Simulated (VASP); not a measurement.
Here is a VASP 6.6.1 calculation.

POSCAR

```
BAs
1.0
    0.0000000000      2.3918676044      2.3918676044
    2.3918676044      0.0000000000      2.3918676044
    2.3918676044      2.3918676044      0.0000000000
B As
1 1
Direct
    0.0000000000      0.0000000000      0.0000000000
    0.2500000000      0.2500000000      0.2500000000
```

INCAR.step1

```
SYSTEM = BAs
ALGO     = Normal         ! electronic algorithm
EDIFF    = 1E-8           ! SCF threshold, eV
ENCUT    = 500            ! plane-wave cutoff, eV
ISMEAR   = 0              ! smearing method
LASPH    = .TRUE.         ! aspherical terms in the spheres
LCHARG   = .FALSE.        ! write CHGCAR
LREAL    = .FALSE.        ! projectors in reciprocal space
LWAVE    = .TRUE.         ! write WAVECAR
NELM     = 80             ! most SCF steps
PREC     = Accurate       ! precision mode
SIGMA    = 0.01           ! smearing width, eV
```

INCAR.step2

```
SYSTEM = BAs
ALGO     = Exact          ! electronic algorithm
EDIFF    = 1E-8           ! SCF threshold, eV
ENCUT    = 500            ! plane-wave cutoff, eV
ISMEAR   = 0              ! smearing method
ISTART   = 1            
LASPH    = .TRUE.         ! aspherical terms in the spheres
LCHARG   = .FALSE.        ! write CHGCAR
LOPTICS  = .TRUE.         ! frequency-dependent dielectric function
LREAL    = .FALSE.        ! projectors in reciprocal space
LWAVE    = .TRUE.         ! write WAVECAR
NBANDS   = 64             ! bands
NELM     = 1              ! most SCF steps
PREC     = Accurate       ! precision mode
SIGMA    = 0.01           ! smearing width, eV
```

Contents of INCAR.step3:

```
SYSTEM = BAs
ALGO     = EVGW0          ! electronic algorithm
EDIFF    = 1E-8           ! SCF threshold, eV
ENCUT    = 500            ! plane-wave cutoff, eV
ENCUTGW  = 80.0           ! cutoff of the response function
ISMEAR   = 0              ! smearing method
ISTART   = 1            
LASPH    = .TRUE.         ! aspherical terms in the spheres
LCHARG   = .FALSE.        ! write CHGCAR
LREAL    = .FALSE.        ! projectors in reciprocal space
LWAVE    = .FALSE.        ! write WAVECAR
NBANDS   = 64             ! bands
NBANDSGW = 12           
NELMGW   = 1            
NOMEGA   = 48             ! frequency points
PREC     = Accurate       ! precision mode
PRECFOCK = Fast         
SIGMA    = 0.01           ! smearing width, eV
```

KPOINTS

```
k-points
0
G
  4 4 4
  0 0 0
```

Potentials or basis: VASP PAW LDA potentials, release 64 (B_GW, As_GW).

Run with:

```console
$ cat potpaw_LDA.64/B_GW/POTCAR potpaw_LDA.64/As_GW/POTCAR > POTCAR
$ cp INCAR.step1 INCAR
$ mpirun -np 1 vasp_std > vasp.out
$ cp INCAR.step2 INCAR
$ mpirun -np 1 vasp_std > vasp.out
$ cp INCAR.step3 INCAR
$ mpirun -np 1 vasp_std > vasp.out
```

(1) Estimate the quasiparticle gap.

(2) What does it give for the least direct quasiparticle gap?

(3) Predict the band gap on the k mesh, mean-field level.

## Answers

(1) 1.83 eV.

(2) 3.95 eV.

(3) 1.32 eV, indirect (least direct gap 3.23 eV).

Caveat: the k points lie up to 0.57 Å⁻¹ apart; bands, screening cutoff and mesh are small and nothing is extrapolated, so the quasiparticle values aren't converged.
